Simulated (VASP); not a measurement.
# IrRh5 (P-62m) in VASP: a series of runs, part 2 of 2

VASP 6.6.1. Earlier steps stand in the parts before.

## Step 3: Single point, PBE, collinear spin, ferromagnetic start

This run uses another cell than the first one: it holds 6 atoms, not 12.

INCAR reads:

```
SYSTEM = IrRh5
PREC = Accurate
ENCUT = 520
EDIFF = 1E-6
ISMEAR = 0
SIGMA = 0.1
LREAL = .FALSE.
LASPH = .TRUE.
NELM = 150
ALGO = Normal
ISIF = 2
LWAVE = .FALSE.
LCHARG = .FALSE.
ISPIN = 2
MAGMOM = 1 1 1 1 1 1
LORBIT = 11
LMAXMIX = 4
GGA = PE
NBANDS = 55
```

KPOINTS reads:

```
Automatic mesh
0
G
  6 6 4
  0 0 0
```

POSCAR reads:

```
IrRh5
1.0
    4.7217882000      0.0000000000      0.0000000000
   -2.3608941000      4.0891885000      0.0000000000
    0.0000000000      0.0000000000      4.4008209000
Ir Rh
1 5
Direct
    0.0000000000      0.0000000000      0.0000000000
    0.6666667000      0.3333333000      0.0000000000
    0.3333333000      0.6666667000      0.0000000000
    0.3308040000      0.0000000000      0.5000000000
    0.0000000000      0.3308040000      0.5000000000
    0.6691960000      0.6691960000      0.5000000000
```

Potentials or basis: VASP PAW PBE potentials, release 64 (Ir, Rh_pv).

Command:

```sh
$ cat potpaw_PBE.64/Ir/POTCAR potpaw_PBE.64/Rh_pv/POTCAR > POTCAR
$ mpirun -np 1 vasp_std > vasp.out
```

OUTCAR:

```text
SYSTEM = IrRh5
   PREC = Accurate
   ENCUT = 520
   EDIFF = 1E-6
   ISMEAR = 0
   LREAL = .FALSE.
   LASPH = .TRUE.
   NELM = 150
   ISIF = 2
   ISPIN = 2
   LORBIT = 11
   GGA = PE

 ion  position               nearest neighbor table
   1  0.000  0.000  0.000-   5 2.70   6 2.70   5 2.70   6 2.70   4 2.70   4 2.70   2 2.73   3 2.73
                             3 2.73   2 2.73   2 2.73   3 2.73
   2  0.667  0.333  0.000-   5 2.71   5 2.71   4 2.71   4 2.71   6 2.71   6 2.71   3 2.73   1 2.73
                             3 2.73   1 2.73   1 2.73   3 2.73
   3  0.333  0.667  0.000-   4 2.71   4 2.71   5 2.71   5 2.71   6 2.71   6 2.71   2 2.73   1 2.73
                             2 2.73   1 2.73   1 2.73   2 2.73
   4  0.331  0.000  0.500-   1 2.70   1 2.70   5 2.71   6 2.71   3 2.71   3 2.71   2 2.71   2 2.71
                             5 2.74   6 2.74   6 2.74   5 2.74
   5  0.000  0.331  0.500-   1 2.70   1 2.70   6 2.71   4 2.71   2 2.71   2 2.71   3 2.71   3 2.71
                             4 2.74   6 2.74   6 2.74   4 2.74
   6  0.669  0.669  0.500-   1 2.70   1 2.70   5 2.71   4 2.71   2 2.71   2 2.71   3 2.71   3 2.71
                             4 2.74   5 2.74   5 2.74   4 2.74

  LATTYP: Found a hexagonal cell.
 ALAT       =     4.7217882000
 C/A-ratio  =     0.9320242064

  Lattice vectors:

 A1 = (   4.7217882000,   0.0000000000,   0.0000000000)
 A2 = (  -2.3608941000,   4.0891885000,   0.0000000000)
 A3 = (   0.0000000000,   0.0000000000,   4.4008209000)

Analysis of symmetry for initial positions (statically):
=====================================================================
 Subroutine PRICEL returns:
 Original cell was already a primitive cell.

 Routine SETGRP: Setting up the symmetry group for a
 hexagonal supercell.

 Subroutine GETGRP returns: Found 12 space group operations
 (whereof 12 operations were pure point group operations)
 out of a pool of 24 trial point group operations.

The static configuration has the point symmetry D_3h.

Analysis of symmetry for dynamics (positions and initial velocities):
=====================================================================
 Subroutine PRICEL returns:
 Original cell was already a primitive cell.

 Routine SETGRP: Setting up the symmetry group for a
 hexagonal supercell.

 Subroutine GETGRP returns: Found 12 space group operations
 (whereof 12 operations were pure point group operations)
 out of a pool of 24 trial point group operations.

The dynamic configuration has the point symmetry D_3h.

Analysis of structural, dynamic, and magnetic symmetry:
=====================================================================
 Subroutine PRICEL returns:
 Original cell was already a primitive cell.

 Routine SETGRP: Setting up the symmetry group for a
 hexagonal supercell.

 Subroutine GETGRP returns: Found 12 space group operations
 (whereof 12 operations were pure point group operations)
 out of a pool of 24 trial point group operations.

The overall configuration has the point symmetry D_3h.

 Subroutine INISYM returns: Found 12 space group operations
 (whereof 12 operations are pure point group operations),
 and found     1 'primitive' translations

----------------------------------------------------------------------------------------

                                     Primitive cell

  volume of cell :      84.9723

  direct lattice vectors                    reciprocal lattice vectors
     4.721788200  0.000000000  0.000000000     0.211784171  0.122273649  0.000000000
[... 102 lines left out ...]
   NUPDOWN=      -1.0000    fix difference up-down
   EMIN   =  10.00;   EMAX   =-10.00  energy-range for DOS
   EFERMI =   0.00;   METHOD = LEGACY
   ISMEAR =     0;   SIGMA  =   0.10  broadening in eV -4-tet -1-fermi 0-gaus
   EFERMI_NEDOS =   21; number of points for ismear=-14 and -15
   IALGO  =     38    algorithm
   IMIX   =      4    mixing-type and parameters
     AMIX     =   0.40;   BMIX     =  1.00
     AMIX_MAG =   1.60;   BMIX_MAG =  1.00
  volume/ion in A,a.u.               =      14.16        95.57
  Fermi-wavevector in a.u.,A,eV,Ry     =   1.630830  3.081823 36.186164  2.659608
  Thomas-Fermi vector in A             =   2.723067
   LORBIT       =     11    0 simple, 1 ext, 2 COOP (PROOUT), +10 PAW based schemes
   GGA     = PE    functional components
   LHFCALC =     F    Hartree Fock is set to
   AEXX    =    0.0000 exact exchange contribution
   IVDW    =     0    specifies the selected vdW correction
   LEPSILON=     F    determine dielectric tensor
   LRPA    =     F    only Hartree local field effects (RPA)
 spin polarized calculation
 Gauss-broadening in eV      SIGMA  =   0.10
  energy-cutoff  :      520.00
  volume of cell :       84.97
 maximum number of plane-waves:      2332
 NGX is ok and might be reduce to    36

 number of electron      84.0000005 magnetization      -0.0460108

 number of electron      84.0000005 magnetization       0.0000820

 Free energy of the ion-electron system (eV)
  ---------------------------------------------------
  ext. energy  EPLUGINS =         0.00000000
  ---------------------------------------------------
  free energy    TOTEN  =       -45.10947823 eV

  energy without entropy =      -45.08204478  energy(sigma->0) =      -45.09576150

 E-fermi :  11.2952     XC(G=0): -13.8678

 val. band max:       11.2911061801   @ k =   0.5000   0.0000   0.5000
 cond. band min:      11.2984408583   @ k =   0.1667   0.1667   0.5000
 fundamental gap:      0.0073346781
 Fermi energy:        11.2951793071

 spin component 1

 k-point     1 :       0.0000    0.0000    0.0000
  band No.  band energies     occupation
      1     -35.7839      1.00000
      2     -35.6483      1.00000
      3     -35.6483      1.00000
      4     -35.5992      1.00000
      5     -35.5461      1.00000
      6     -35.5062      1.00000
[... 1186 lines left out ...]
     53      23.5384      0.00000
     54      23.7425      0.00000
 Fermi energy:        11.2951793071

 spin component 2

 k-point     1 :       0.0000    0.0000    0.0000
  band No.  band energies     occupation
      1     -35.7838      1.00000
      2     -35.6482      1.00000
      3     -35.6482      1.00000
      4     -35.5992      1.00000
      5     -35.5460      1.00000
      6     -35.5061      1.00000
[... 1186 lines left out ...]
     53      23.5384      0.00000
     54      23.7429      0.00000
 [bands above 54 left out]

------------------------ aborting loop because EDIFF is reached ----------------------------------------

  FORCE on cell =-STRESS in cart. coord.  units (eV):
  Direction    XX          YY          ZZ          XY          YZ          ZX
  --------------------------------------------------------------------------------------
  -------------------------------------------------------------------------------------
  Total       -0.3224105     -0.3224105      0.0079937      0.0000000      0.0000000     -0.0000000
  in kB       -6.0791433     -6.0791432      0.1507243      0.0000000      0.0000000     -0.0000000
  external PRESSURE =      -4.0025208 kB  Pullay stress =       0.0000000 kB

 VOLUME and BASIS-vectors are now :
 -----------------------------------------------------------------------------
  energy-cutoff  :      520.00
  volume of cell :       84.97
      direct lattice vectors                 reciprocal lattice vectors
     4.721788200  0.000000000  0.000000000     0.211784171  0.122273649  0.000000000
    -2.360894100  4.089188500  0.000000000     0.000000000  0.244547298  0.000000000
     0.000000000  0.000000000  4.400820900     0.000000000  0.000000000  0.227230333

 POSITION                                       TOTAL-FORCE (eV/Angst)
 -----------------------------------------------------------------------------------
      0.00000      0.00000      0.00000        -0.000000      0.000000      0.000000
      2.36089      1.36306      0.00000         0.000000     -0.000000      0.000000
     -0.00000      2.72613      0.00000        -0.000000      0.000000      0.000000
      1.56199      0.00000      2.20041         0.089536     -0.000000     -0.000000
     -0.78099      1.35272      2.20041        -0.044768      0.077540     -0.000000
      1.57990      2.73647      2.20041        -0.044768     -0.077540      0.000000
 -----------------------------------------------------------------------------------
    total drift:                               -0.000000     -0.000000      0.000000

  FREE ENERGIE OF THE ION-ELECTRON SYSTEM (eV)
  ---------------------------------------------------
  free  energy   TOTEN  =       -45.1094782263 eV

  energy  without entropy=      -45.0820447756  energy(sigma->0) =      -45.09576150

 total charge

# of ion       s       p       d       tot
------------------------------------------
    1        0.687   0.642   6.883   8.211
    2        0.395   6.296   7.068  13.758
    3        0.395   6.296   7.068  13.758
    4        0.394   6.293   7.065  13.752
    5        0.394   6.293   7.065  13.752
    6        0.394   6.293   7.065  13.752
--------------------------------------------------
tot          2.659  32.114  42.212  76.985

 magnetization (x)

# of ion       s       p       d       tot
------------------------------------------
    1       -0.000  -0.000  -0.000  -0.000
    2       -0.000  -0.000   0.000   0.000
    3       -0.000  -0.000   0.000   0.000
    4        0.000   0.000   0.000   0.000
    5        0.000   0.000   0.000   0.000
    6        0.000   0.000   0.000   0.000
--------------------------------------------------
tot         -0.000  -0.000   0.000   0.000
```

It took 97 s on 1 thread of Intel Xeon 6975P-C (Granite Rapids), shared host; peak memory 0.33 GiB.

What came out:

* Free energy: -45.1095 eV
* Pressure: -0.4 GPa
* Largest force: 0.090 eV/Å
* Band gap on the k mesh: zero (filled and empty bands overlap)
* Net moment: 0.00 μB per cell
* Valence electrons inside the program's atomic spheres: Ir 8.21; Rh 13.76, 13.75 (each value once)

Forces on the atoms (eV/Å):
```
Ir   0.000  0.000  0.000
Rh   0.000  0.000  0.000
Rh   0.000  0.000  0.000
Rh   0.090  0.000  0.000
Rh  -0.045  0.078  0.000
Rh  -0.045 -0.078  0.000
```

Levels at points of the mesh, in eV from the Fermi level:
Spin up:
| k point | band 38 | band 39 | band 40 | band 41 | band 42 | band 43 | band 44 | band 45 | band 46 | band 47 |
| --- | --- | --- | --- | --- | --- | --- | --- | --- | --- | --- |
| (0.00, 0.00, 0.00) | -1.83 | -0.14 | -0.12 | -0.12 | 0.03 | 0.05 | 0.05 | 0.29 | 0.29 | 0.52 |
| (0.50, 0.00, 0.00) | -1.76 | -0.90 | -0.85 | -0.24 | -0.11 | 0.30 | 0.38 | 0.48 | 0.66 | 0.78 |
| (0.00, 0.00, 0.50) | -1.86 | -1.86 | -0.50 | -0.50 | -0.40 | -0.40 | 0.09 | 0.19 | 0.19 | 0.41 |
| (0.50, 0.00, 0.50) | -0.39 | -0.35 | -0.08 | 0.00 | 0.04 | 0.21 | 0.49 | 0.70 | 0.75 | 0.89 |
Spin down:
```
           k point  band 39  band 40  band 41  band 42  band 43  band 44  band 45  band 46
(0.00, 0.00, 0.00)    -0.14    -0.12    -0.12     0.03     0.05     0.05     0.29     0.29
(0.50, 0.00, 0.00)    -0.90    -0.85    -0.24    -0.11     0.30     0.38     0.48     0.66
(0.00, 0.00, 0.50)    -1.86    -0.50    -0.50    -0.40    -0.40     0.09     0.19     0.19
(0.50, 0.00, 0.50)    -0.35    -0.08     0.00     0.04     0.21     0.49     0.70     0.75
```

Caveat: spin-orbit coupling is left out, which moves the levels of the heavy elements.

The gap in the log of VASP goes by the Fermi energy; the results here count the filled bands.